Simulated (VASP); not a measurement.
## Bi2Te3: single point with LDA

The system is Bi2Te3.

```
CELL_PARAMETERS angstrom
2.20850 1.27508 9.94667
-2.20850 1.27508 9.94667
0.00000 -2.55016 9.94667
ATOMIC_POSITIONS crystal
Bi 0.18800 0.18800 0.18800
Bi 0.59800 0.59800 0.59800
Te 0.38900 0.38900 0.38900
Te 0.80000 0.80000 0.80000
Te 0.00000 0.00000 0.00000
```

```json
{
  "Program": "VASP 6.6.1",
  "Task": "single point",
  "Functional": "LDA",
  "Potentials or basis": "VASP PAW LDA potentials, release 64 (Bi_d, Te)",
  "Cutoff": "520 eV",
  "k mesh": "6 × 6 × 6",
  "Occupations": "fermi-dirac, width 0.1 eV",
  "Spin": "no spin polarisation",
  "Dipole correction": "no",
  "Further INCAR settings": "ALGO = Normal; EDIFF = 1e-06; NBANDS = 32"
}
```

| Quantity | Value |
| --- | --- |
| Pressure | -1.8 GPa |
| Largest force | 1.178 eV/Å |
| Band gap on the k mesh | zero (bands 24 and 25 overlap by 0.11 eV) |

Forces in eV/Å, atoms in the order of the input:
```
Bi   0.000  0.000  0.768
Bi   0.000  0.000  0.460
Te   0.000  0.000  0.661
Te   0.000  0.000 -0.711
Te   0.000  0.000 -1.178
```

Stress tensor (GPa, compression positive):
```
-1.34  0.00  0.00
 0.00 -1.34  0.00
 0.00  0.00 -2.61
```

Levels at points of the mesh, in eV from the Fermi level:
```
           k point  band 22  band 23  band 24  band 25  band 26  band 27
(0.00, 0.00, 0.00)    -0.48    -0.44    -0.44    -0.08     0.28     0.28
(0.50, 0.00, 0.00)    -2.19    -0.29    -0.25    -0.14     0.46     2.50
(0.50, 0.50, 0.00)    -1.83    -1.06    -0.48     0.36     1.12     1.75
(0.50, 0.50, 0.50)    -0.89    -0.69    -0.69     0.42     0.86     0.86
```

It took 6 min on 1 thread of Intel(R) Xeon(R) 6975P-C (Granite Rapids), on a shared host, peak memory 0.72 GiB.

Caveat: spin-orbit coupling is left out, which moves the levels of the heavy elements; forces of over 1 eV/Å act on the atoms, so gaps and moduli don't describe the material at rest.
